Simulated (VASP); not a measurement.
**BeIr2: relaxation of cell and atoms with PBE**

The system is BeIr2.

```xyz
6
Lattice="4.0730 0.0000 0.0000 0.0000 4.9710 0.0000 0.0000 0.0000 3.1032" Properties=species:S:1:pos:R:3 pbc="T T T"
Be    0.0000    0.0000    0.0000
Be    2.0365    2.4855    1.5516
Ir    0.8162    1.8825    0.0000
Ir    3.2567    3.0885    0.0000
Ir    2.8527    0.6030    1.5516
Ir    1.2203    4.3680    1.5516
```

| Item | Value |
| --- | --- |
| Program | VASP 6.6.1 |
| Task | relaxation of cell and atoms |
| Functional | PBE |
| Potentials or basis | VASP PAW PBE potentials, release 64 (Be, Ir) |
| Cutoff | 600 eV |
| k mesh | 4 × 4 × 6 |
| Occupations | gaussian, width 0.1 eV |
| Spin | no spin polarisation |
| Dipole correction | no |
| Further INCAR settings | ALGO = Normal; EDIFF = 1e-06; IBRION = 2; EDIFFG = -0.04; NSW = 90; ISIF = 3 |

The relaxed volume is 13.31 Å³/atom. The relaxed cell is a = 5.400 Å, b = 3.897 Å, c = 3.796 Å, α = 90.00°, β = 90.00°, γ = 90.00° and the space group after relaxing (to 0.1 Å) is Immm (No. 71). The pressure after relaxing is -0.2 GPa and the largest force after relaxing is 0.020 eV/Å.

Forces on the atoms (eV/Å):
```
Be   0.000  0.000  0.000
Be   0.000  0.000  0.000
Ir  -0.001 -0.020  0.000
Ir   0.001  0.020  0.000
Ir  -0.001  0.020  0.000
Ir   0.001 -0.020  0.000
```

Stress tensor (GPa, compression positive):
```
 0.11  0.00  0.00
 0.00 -0.25  0.00
 0.00  0.00 -0.45
```

Final structure:
```cif
data_structure
_symmetry_space_group_name_H-M 'P 1'
_symmetry_Int_Tables_number 1
_cell_length_a 5.3998
_cell_length_b 3.8969
_cell_length_c 3.7961
_cell_angle_alpha 90.000
_cell_angle_beta 90.000
_cell_angle_gamma 90.000
_cell_volume 79.88
loop_
_atom_site_label
_atom_site_type_symbol
_atom_site_fract_x
_atom_site_fract_y
_atom_site_fract_z
_atom_site_occupancy
Be1 Be 0.00000 0.00000 0.00000 1
Be2 Be 0.50000 0.50000 0.50000 1
Ir1 Ir 0.24605 0.50145 0.00000 1
Ir2 Ir 0.75395 0.49855 0.00000 1
Ir3 Ir 0.74605 0.99855 0.50000 1
Ir4 Ir 0.25395 0.00145 0.50000 1
```

Levels at points of the mesh, in eV from the Fermi level:
```csv
k point,band 18,band 19,band 20,band 21,band 22,band 23
"(0.00, 0.00, 0.00)",0.67,0.88,1.12,1.51,2.36,2.53
"(0.50, 0.00, 0.00)",-0.73,0.75,0.75,2.44,2.44,4.57
"(0.00, 0.50, 0.00)",-1.18,-0.59,-0.59,-0.30,-0.30,3.18
"(0.50, 0.50, 0.00)",-1.68,-1.60,-1.60,-1.45,-1.45,-1.01
"(0.00, 0.00, 0.50)",-0.97,-0.56,-0.56,-0.31,-0.31,3.21
"(0.50, 0.00, 0.50)",-1.65,-1.52,-1.52,-1.50,-1.50,-0.77
"(0.00, 0.50, 0.50)",-1.16,0.81,0.81,1.37,1.37,1.48
"(0.50, 0.50, 0.50)",-0.56,-0.46,-0.46,-0.14,-0.14,1.21
```

Run time: 16 min on 1 thread of Intel(R) Xeon(R) 6975P-C (Granite Rapids), with other jobs on the host, peak memory 0.25 GiB.

Caveat: the k points lie up to 0.40 Å⁻¹ apart in the final cell; the volume moved by over 15 % at a fixed basis, so the end points are rough; the highest band is partly filled, so the run has too few bands; spin-orbit coupling is left out, which moves the levels of the heavy elements.
